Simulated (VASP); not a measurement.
# AlN in VASP: notebook

Runs on AlN. Level: PBE. Tasks: single point, relaxation of cell and atoms.

Everything below comes from runs of VASP 6.6.1. Logs are shortened: lines on timing, memory, paths and dates and some standing lists are left out, and cuts for length are marked.

**1. The cell of the first run**

Symmetry: P6_3/m, No. 176, hexagonal system. Conventional cell: a = 7.611 Å, b = 7.611 Å, c = 2.846 Å, α = 90.00°, β = 90.00°, γ = 120.00°. Within 2.4 Å of Al (site symmetry m) lie 5 N at 1.84 to 2.39 Å. Within 2.4 Å of N (site symmetry m) lie 5 Al at 1.84 to 2.39 Å.

**2. Single point, PBE**

File INCAR:

```
SYSTEM = AlN
PREC     = Accurate       ! precision mode
ENCUT    = 520            ! plane-wave cutoff, eV
EDIFF    = 1E-6           ! SCF threshold, eV
ISMEAR   = 0              ! smearing method
SIGMA    = 0.02           ! smearing width, eV
LREAL    = .FALSE.        ! projectors in reciprocal space
LASPH    = .TRUE.         ! aspherical terms in the spheres
NELM     = 100            ! most SCF steps
ALGO     = Normal         ! electronic algorithm
ISIF     = 2              ! what is computed and relaxed
LWAVE    = .FALSE.        ! write WAVECAR
LCHARG   = .TRUE.         ! write CHGCAR
GGA      = PE             ! functional
LELF     = .TRUE.         ! ELF
LVHAR    = .TRUE.       
NBANDS   = 36             ! bands
```

File KPOINTS:

```
regular mesh
0
G
  6 6 10
  0 0 0
```

File POSCAR:

```
AlN
1.0
    7.6111363000      0.0000000000      0.0000000000
   -3.8055681500      6.5914373875      0.0000000000
    0.0000000000      0.0000000000      2.8456266562
Al N
6 6
Direct
    0.8584678938      0.5543722004      0.7500000000
    0.3040956933      0.8584678938      0.2500000000
    0.6959043067      0.1415321062      0.7500000000
    0.5543722004      0.6959043067      0.2500000000
    0.1415321062      0.4456277996      0.2500000000
    0.4456277996      0.3040956933      0.7500000000
    0.6961473211      0.5580850233      0.2500000000
    0.1380622978      0.6961473211      0.7500000000
    0.4419149767      0.1380622978      0.2500000000
    0.3038526789      0.4419149767      0.7500000000
    0.5580850233      0.8619377022      0.7500000000
    0.8619377022      0.3038526789      0.2500000000
```

Potentials or basis: VASP PAW PBE potentials, release 64 (Al, N).

The run is started by

```
$ cat potpaw_PBE.64/Al/POTCAR potpaw_PBE.64/N/POTCAR > POTCAR
$ mpirun -np 1 vasp_std > vasp.out
```

OUTCAR:

```text
SYSTEM = AlN
   PREC = Accurate
   ENCUT = 520
   EDIFF = 1E-6
   ISMEAR = 0
   LREAL = .FALSE.
   LASPH = .TRUE.
   NELM = 100
   ISIF = 2
   GGA = PE

 ion  position               nearest neighbor table
   1  0.858  0.554  0.750-   8 1.84   7 1.89   7 1.89  12 2.39  12 2.39   6 2.74   3 2.74   5 3.02
                             5 3.02   2 3.32   2 3.32   4 3.32   4 3.32
   2  0.304  0.858  0.250-   9 1.84   8 1.89   8 1.89  11 2.39  11 2.39   4 2.74   5 2.74   3 3.02
                             3 3.02   6 3.32   6 3.32   1 3.32   1 3.32
   3  0.696  0.142  0.750-  11 1.84  12 1.89  12 1.89   9 2.39   9 2.39   6 2.74   1 2.74   2 3.02
                             2 3.02   4 3.32   4 3.32   5 3.32   5 3.32
   4  0.554  0.696  0.250-   7 1.84  11 1.89  11 1.89  10 2.39  10 2.39   2 2.74   5 2.74   6 3.02
                             6 3.02   3 3.32   3 3.32   1 3.32   1 3.32
   5  0.142  0.446  0.250-  12 1.84  10 1.89  10 1.89   8 2.39   8 2.39   4 2.74   2 2.74   1 3.02
                             1 3.02   3 3.32   3 3.32   6 3.32   6 3.32
   6  0.446  0.304  0.750-  10 1.84   9 1.89   9 1.89   7 2.39   7 2.39   3 2.74   1 2.74   4 3.02
                             4 3.02   2 3.32   2 3.32   5 3.32   5 3.32
   7  0.696  0.558  0.250-   4 1.84   1 1.89   1 1.89   6 2.39   6 2.39
   8  0.138  0.696  0.750-   1 1.84   2 1.89   2 1.89   5 2.39   5 2.39
   9  0.442  0.138  0.250-   2 1.84   6 1.89   6 1.89   3 2.39   3 2.39
  10  0.304  0.442  0.750-   6 1.84   5 1.89   5 1.89   4 2.39   4 2.39
  11  0.558  0.862  0.750-   3 1.84   4 1.89   4 1.89   2 2.39   2 2.39
  12  0.862  0.304  0.250-   5 1.84   3 1.89   3 1.89   1 2.39   1 2.39

  LATTYP: Found a hexagonal cell.
 ALAT       =     7.6111363000
 C/A-ratio  =     0.3738767175

  Lattice vectors:

 A1 = (   7.6111363000,   0.0000000000,   0.0000000000)
 A2 = (  -3.8055681500,   6.5914373875,   0.0000000000)
 A3 = (   0.0000000000,   0.0000000000,   2.8456266562)

Analysis of symmetry for initial positions (statically):
=====================================================================
 Subroutine PRICEL returns:
 Original cell was already a primitive cell.

 Routine SETGRP: Setting up the symmetry group for a
 hexagonal supercell.

 Subroutine GETGRP returns: Found 12 space group operations
 (whereof  6 operations were pure point group operations)
 out of a pool of 24 trial point group operations.

The static configuration has the point symmetry S_6 .
 The point group associated with its full space group is C_6h.

Analysis of symmetry for dynamics (positions and initial velocities):
=====================================================================
 Subroutine PRICEL returns:
 Original cell was already a primitive cell.

 Routine SETGRP: Setting up the symmetry group for a
 hexagonal supercell.

 Subroutine GETGRP returns: Found 12 space group operations
 (whereof  6 operations were pure point group operations)
 out of a pool of 24 trial point group operations.

The dynamic configuration has the point symmetry S_6 .
 The point group associated with its full space group is C_6h.

 Subroutine INISYM returns: Found 12 space group operations
 (whereof  6 operations are pure point group operations),
 and found     1 'primitive' translations

----------------------------------------------------------------------------------------

                                     Primitive cell

  volume of cell :     142.7603

  direct lattice vectors                    reciprocal lattice vectors
     7.611136300  0.000000000  0.000000000     0.131386426  0.075855989  0.000000000
    -3.805568150  6.591437388  0.000000000     0.000000000  0.151711977  0.000000000
     0.000000000  0.000000000  2.845626656     0.000000000  0.000000000  0.351416444

  length of vectors
     7.611136300  7.611136300  2.845626656     0.151711977  0.151711977  0.351416444

  position of ions in fractional coordinates (direct lattice)
     0.858467894  0.554372200  0.750000000
     0.304095693  0.858467894  0.250000000
     0.695904307  0.141532106  0.750000000
     0.554372200  0.695904307  0.250000000
     0.141532106  0.445627800  0.250000000
     0.445627800  0.304095693  0.750000000
     0.696147321  0.558085023  0.250000000
     0.138062298  0.696147321  0.750000000
     0.441914977  0.138062298  0.250000000
     0.303852679  0.441914977  0.750000000
     0.558085023  0.861937702  0.750000000
     0.861937702  0.303852679  0.250000000

  ion indices of the primitive-cell ions
   primitive index   ion index
                 1           1
                 2           2
                 3           3
                 4           4
                 5           5
                 6           6
                 7           7
                 8           8
                 9           9
                10          10
                11          11
                12          12

----------------------------------------------------------------------------------------

 KPOINTS: regular mesh

Automatic generation of k-mesh.
 Grid dimensions read from file:
 generate k-points for:    6    6   10

 Generating k-lattice:

  Cartesian coordinates                     Fractional coordinates (reciprocal lattice)
     0.021897738  0.012642665  0.000000000     0.166666667  0.000000000  0.000000000
     0.000000000  0.025285330  0.000000000     0.000000000  0.166666667  0.000000000
     0.000000000  0.000000000  0.035141644     0.000000000  0.000000000  0.100000000

  Length of vectors
     0.025285330  0.025285330  0.035141644

  Shift w.r.t. Gamma in fractional coordinates (k-lattice)
     0.000000000  0.000000000  0.000000000

 Subroutine IBZKPT returns following result:
 ===========================================

 Found     48 irreducible k-points:

 Following reciprocal coordinates:
            Coordinates               Weight
  0.000000  0.000000  0.000000      1.000000
  0.166667  0.000000  0.000000      6.000000
  0.333333  0.000000  0.000000      6.000000
  0.500000  0.000000  0.000000      3.000000
  0.166667  0.166667  0.000000      6.000000
  0.333333  0.166667  0.000000      6.000000
[... 16 lines left out ...]
 -0.333333  0.500000 -0.200000     12.000000
  0.333333  0.333333  0.200000      4.000000
 [... further k-points ...]
   k-points           NKPTS =     48   k-points in BZ     NKDIM =     48   number of bands    NBANDS=     36
   number of dos      NEDOS =    301   number of ions     NIONS =     12
   total plane-waves  NPLWV =  86400
   dimension x,y,z NGX =    60 NGY =   60 NGZ =   24
   dimension x,y,z NGXF=   120 NGYF=  120 NGZF=   48
   ions per type =               6   6
   NGX,Y,Z   is equivalent  to a cutoff of  13.11, 13.11, 14.02 a.u.
   NGXF,Y,Z  is equivalent  to a cutoff of  26.21, 26.21, 28.04 a.u.
 SYSTEM =  AlN
   PREC   = accura    normal or accurate (medium, high low for compatibility)
   ISTART =      0    job   : 0-new  1-cont  2-samecut
   ICHARG =      2    charge: 1-file 2-atom 10-const
   ISPIN  =      1    spin polarized calculation?
   LNONCOLLINEAR =      F non collinear calculations
   LSORBIT =      F    spin-orbit coupling
   LASPH  =      T    aspherical Exc in radial PAW
   ENCUT  =  520.0 eV  38.22 Ry    6.18 a.u.  14.15 14.15  5.29*2*pi/ulx,y,z
   NELM   =    100;   NELMIN=  2; NELMDL= -5     # of ELM steps
   EDIFF  = 0.1E-05   stopping-criterion for ELM
   LREAL  =      F    real-space projection
   EDIFFG = 0.1E-04   stopping-criterion for IOM
   NSW    =      0    number of steps for IOM
   IBRION =     -1    ionic relax: 0-MD 1-quasi-New 2-CG
   NFREE  =      0    steps in history (QN), initial steepest desc. (CG)
   ISIF   =      2    stress and relaxation
   ISYM   =      2    0-nonsym 1-usesym 2-fastsym
   POTIM  = 0.5000    time-step for ionic-motion
   TEBEG  =    0.0;   TEEND  =   0.0 temperature during run
   PSTRESS=    0.0 pullay stress
   NELECT =      48.0000    total number of electrons
   NUPDOWN=      -1.0000    fix difference up-down
   EMIN   =  10.00;   EMAX   =-10.00  energy-range for DOS
   EFERMI =   0.00;   METHOD = LEGACY
   ISMEAR =     0;   SIGMA  =   0.02  broadening in eV -4-tet -1-fermi 0-gaus
   EFERMI_NEDOS =   21; number of points for ismear=-14 and -15
   IALGO  =     38    algorithm
   IMIX   =      4    mixing-type and parameters
     AMIX     =   0.40;   BMIX     =  1.00
     AMIX_MAG =   1.60;   BMIX_MAG =  1.00
  volume/ion in A,a.u.               =      11.90        80.28
  Fermi-wavevector in a.u.,A,eV,Ry     =   1.138377  2.151220 17.631815  1.295902
  Thomas-Fermi vector in A             =   2.275081
   LORBIT       =      0    0 simple, 1 ext, 2 COOP (PROOUT), +10 PAW based schemes
   GGA     = PE    functional components
   LHFCALC =     F    Hartree Fock is set to
   AEXX    =    0.0000 exact exchange contribution
   IVDW    =     0    specifies the selected vdW correction
   LEPSILON=     F    determine dielectric tensor
   LRPA    =     F    only Hartree local field effects (RPA)
 non-spin polarized calculation
 Gauss-broadening in eV      SIGMA  =   0.02
  energy-cutoff  :      520.00
  volume of cell :      142.76
 maximum number of plane-waves:      3870
 NGX is ok and might be reduce to    60
   NGX = 29   NGY = 29   NGZ = 11

 number of electron      48.0000001 magnetization

 Free energy of the ion-electron system (eV)
  ---------------------------------------------------
  ext. energy  EPLUGINS =         0.00000000
  ---------------------------------------------------
  free energy    TOTEN  =       -82.76013438 eV

  energy without entropy =      -82.76013438  energy(sigma->0) =      -82.76013438

 E-fermi :   5.3906     XC(G=0): -10.0312

 val. band max:        5.2688162022   @ k =   0.3333   0.3333   0.0000
 cond. band min:       7.6701355130   @ k =   0.0000   0.0000   0.0000
 fundamental gap:      2.4013193108
 Fermi energy:         5.3906384114

 k-point     1 :       0.0000    0.0000    0.0000
  band No.  band energies     occupation
      1     -10.3153      2.00000
      2      -8.7498      2.00000
      3      -8.6872      2.00000
      4      -8.6872      2.00000
      5      -8.2545      2.00000
      6      -8.2545      2.00000
[... 28 lines left out ...]
     35      13.7055      0.00000
     36      14.9574      0.00000

 k-point     2 :       0.1667    0.0000    0.0000
  band No.  band energies     occupation
      1     -10.2654      2.00000
      2      -9.0844      2.00000
      3      -8.7471      2.00000
      4      -8.4698      2.00000
      5      -8.1805      2.00000
      6      -8.1713      2.00000
[... 28 lines left out ...]
     35      13.8191      0.00000
     36      14.7811      0.00000

 k-point     3 :       0.3333    0.0000    0.0000
  band No.  band energies     occupation
      1     -10.1270      2.00000
      2      -9.4401      2.00000
      3      -8.8327      2.00000
      4      -8.4060      2.00000
      5      -8.0352      2.00000
      6      -8.0171      2.00000
[... 28 lines left out ...]
     35      14.0527      0.00000
     36      14.4485      0.00000
[... 742 lines left out ...]
 k-point    23 :      -0.3333    0.5000   -0.2000
  band No.  band energies     occupation
      1      -9.5426      2.00000
      2      -9.1889      2.00000
      3      -8.5118      2.00000
      4      -7.9746      2.00000
      5      -7.7609      2.00000
      6      -7.6320      2.00000
[... 28 lines left out ...]
     35      14.0866      0.00000
     36      14.2394      0.00000

 k-point    24 :       0.3333    0.3333    0.2000
  band No.  band energies     occupation
      1      -9.3763      2.00000
      2      -9.3763      2.00000
      3      -8.5617      2.00000
      4      -7.8414      2.00000
      5      -7.8414      2.00000
      6      -7.6036      2.00000
[... 28 lines left out ...]
     35      13.8828      0.00000
     36      14.4962      0.00000

 [... further k-points ...]
[... 5 lines left out ...]
  --------------------------------------------------------------------------------------
  -------------------------------------------------------------------------------------
  Total       -0.1998495     -0.1998495     -0.1139987      0.0000001      0.0000000      0.0000000
  in kB       -2.2428808     -2.2428808     -1.2793894      0.0000006      0.0000000      0.0000000
  external PRESSURE =      -1.9217170 kB  Pullay stress =       0.0000000 kB

 VOLUME and BASIS-vectors are now :
 -----------------------------------------------------------------------------
  energy-cutoff  :      520.00
  volume of cell :      142.76
      direct lattice vectors                 reciprocal lattice vectors
     7.611136300  0.000000000  0.000000000     0.131386426  0.075855989  0.000000000
    -3.805568150  6.591437388  0.000000000     0.000000000  0.151711977  0.000000000
     0.000000000  0.000000000  2.845626656     0.000000000  0.000000000  0.351416444

 POSITION                                       TOTAL-FORCE (eV/Angst)
 -----------------------------------------------------------------------------------
      4.42421      3.65411      2.13422        -0.003467     -0.001441      0.000000
     -0.95244      5.65854      0.71141        -0.000486     -0.003723     -0.000000
      4.75801      0.93290      2.13422         0.000486      0.003723     -0.000000
      1.57109      4.58701      0.71141        -0.002981      0.002282      0.000000
     -0.61865      2.93733      0.71141         0.003467      0.001441     -0.000000
      2.23448      2.00443      2.13422         0.002981     -0.002282     -0.000000
      3.17464      3.67858      0.71141         0.006482      0.003724      0.000000
     -1.59843      4.58861      2.13422         0.000015      0.007476      0.000000
      2.83807      0.91003      0.71141        -0.006466      0.003751     -0.000000
      0.63093      2.91285      2.13422        -0.006482     -0.003724     -0.000000
      0.96750      5.68141      2.13422         0.006466     -0.003751      0.000000
      5.40399      2.00283      0.71141        -0.000015     -0.007476     -0.000000
 -----------------------------------------------------------------------------------
    total drift:                                0.000000      0.000000      0.000000

  FREE ENERGIE OF THE ION-ELECTRON SYSTEM (eV)
  ---------------------------------------------------
  free  energy   TOTEN  =       -82.7601343847 eV

  energy  without entropy=      -82.7601343847  energy(sigma->0) =      -82.76013438
```

Run time: 2.6 min. Hardware: 1 thread of Intel Xeon 6975P-C (Granite Rapids), shared host; peak memory 0.38 GiB.

Results:

- Free energy: -82.7601 eV
- Pressure: -0.2 GPa
- Largest force: 0.007 eV/Å
- Band gap on the k mesh: 2.40 eV, indirect (least direct gap 2.48 eV)

Forces in eV/Å, atoms in the order of the input:
```
Al  -0.003 -0.001  0.000
Al   0.000 -0.004  0.000
Al   0.000  0.004  0.000
Al  -0.003  0.002  0.000
Al   0.003  0.001  0.000
Al   0.003 -0.002  0.000
N    0.006  0.004  0.000
N    0.000  0.007  0.000
N   -0.006  0.004  0.000
N   -0.006 -0.004  0.000
N    0.006 -0.004  0.000
N    0.000 -0.007  0.000
```

**3. Relaxation of cell and atoms, PBE**

File INCAR:

```
SYSTEM = AlN
PREC = Accurate
ENCUT = 600
EDIFF = 1E-6
ISMEAR = 0
SIGMA = 0.02
LREAL = .FALSE.
LASPH = .TRUE.
NELM = 100
ALGO = Normal
ISIF = 3
LWAVE = .FALSE.
LCHARG = .FALSE.
GGA = PE
IBRION = 2
NSW = 100
EDIFFG = -0.01
```

File KPOINTS:

```
Automatic mesh
0
G
  6 6 10
  0 0 0
```

File POSCAR:

```
AlN
1.0
    7.6122359526      0.0000000000      0.0000000000
   -3.8061179763      6.5923897145      0.0000000000
    0.0000000000      0.0000000000      2.8467244030
Al N
6 6
Direct
    0.8584360786      0.5541992230      0.7500000000
    0.3042368556      0.8584360786      0.2500000000
    0.6957631444      0.1415639214      0.7500000000
    0.5541992230      0.6957631444      0.2500000000
    0.1415639214      0.4458007770      0.2500000000
    0.4458007770      0.3042368556      0.7500000000
    0.6963303392      0.5582810097      0.2500000000
    0.1380493295      0.6963303392      0.7500000000
    0.4417189903      0.1380493295      0.2500000000
    0.3036696608      0.4417189903      0.7500000000
    0.5582810097      0.8619506705      0.7500000000
    0.8619506705      0.3036696608      0.2500000000
```

Potentials or basis: VASP PAW PBE potentials, release 64 (Al, N).

The run is started by

```
$ cat potpaw_PBE.64/Al/POTCAR potpaw_PBE.64/N/POTCAR > POTCAR
$ mpirun -np 1 vasp_std > vasp.out
```

Wall time 7.6 min (1 thread of Intel Xeon 6975P-C (Granite Rapids), shared host); peak memory 0.43 GiB.

The run converged. Its results:

```yaml
Free_energy: -82.7700 eV
Relaxed_volume: 11.87 Å³/atom
Relaxed_cell: a = 7.605 Å, b = 7.605 Å, c = 2.845 Å, α = 90.00°, β = 90.00°, γ = 120.00°
Space_group_after_relaxing_to_0.05_Å: P6_3/m (No. 176)
Energy_gained_by_relaxing: 0.0 meV/atom
Ionic_steps: 5
Pressure_after_relaxing: 0.0 GPa
Largest_force_after_relaxing: 0.004 eV/Å
Band_gap_on_the_k_mesh: 2.42 eV, indirect (least direct gap 2.50 eV)
```

Forces on the atoms (eV/Å):
```
Al  -0.004  0.000  0.000
Al  -0.002 -0.003  0.000
Al   0.002  0.003  0.000
Al  -0.002  0.003  0.000
Al   0.004  0.000  0.000
Al   0.002 -0.003  0.000
N    0.002 -0.003  0.000
N    0.003  0.000  0.000
N    0.002  0.003  0.000
N   -0.002  0.003  0.000
N   -0.002 -0.003  0.000
N   -0.003  0.000  0.000
```

Step by step:
| step | energy change (eV) | largest force (eV/Å) | pressure (GPa) | volume (Å³) |
| --- | --- | --- | --- | --- |
| 1 | 0.0000 | 0.0198 | -0.41 | 142.86 |
| 2 | -0.0003 | 0.0080 | 0.34 | 142.22 |
| 3 | -0.0005 | 0.0105 | 0.02 | 142.48 |
| 4 | -0.0005 | 0.0108 | 0.02 | 142.49 |
| 5 | -0.0006 | 0.0038 | 0.00 | 142.50 |

Final structure:
```cif
data_structure
_symmetry_space_group_name_H-M 'P 1'
_symmetry_Int_Tables_number 1
_cell_length_a 7.6055
_cell_length_b 7.6055
_cell_length_c 2.8446
_cell_angle_alpha 90.000
_cell_angle_beta 90.000
_cell_angle_gamma 120.000
_cell_volume 142.50
loop_
_atom_site_label
_atom_site_type_symbol
_atom_site_fract_x
_atom_site_fract_y
_atom_site_fract_z
_atom_site_occupancy
Al1 Al 0.85850 0.55433 0.75000 1
Al2 Al 0.30416 0.85850 0.25000 1
Al3 Al 0.69584 0.14150 0.75000 1
Al4 Al 0.55433 0.69584 0.25000 1
Al5 Al 0.14150 0.44567 0.25000 1
Al6 Al 0.44567 0.30416 0.75000 1
N1 N 0.69624 0.55814 0.25000 1
N2 N 0.13810 0.69624 0.75000 1
N3 N 0.44186 0.13810 0.25000 1
N4 N 0.30376 0.44186 0.75000 1
N5 N 0.55814 0.86190 0.75000 1
N6 N 0.86190 0.30376 0.25000 1
```

Levels at points of the mesh, in eV from the valence-band top:
```
           k point  band 22  band 23  band 24  band 25  band 26  band 27
(0.00, 0.00, 0.00)    -0.37    -0.08    -0.08     2.42     4.23     5.63
(0.50, 0.00, 0.00)    -0.17    -0.04    -0.02     3.69     3.82     4.50
(0.00, 0.00, 0.50)    -0.65    -0.65    -0.65     2.65     2.65     5.66
(0.50, 0.00, 0.50)    -0.56    -0.45    -0.45     2.85     2.85     5.41
```

A k mesh can miss the band edges. Expect the measured gap to be larger: semilocal functionals such as PBE lack the derivative discontinuity.

[end of part 1 of 2]
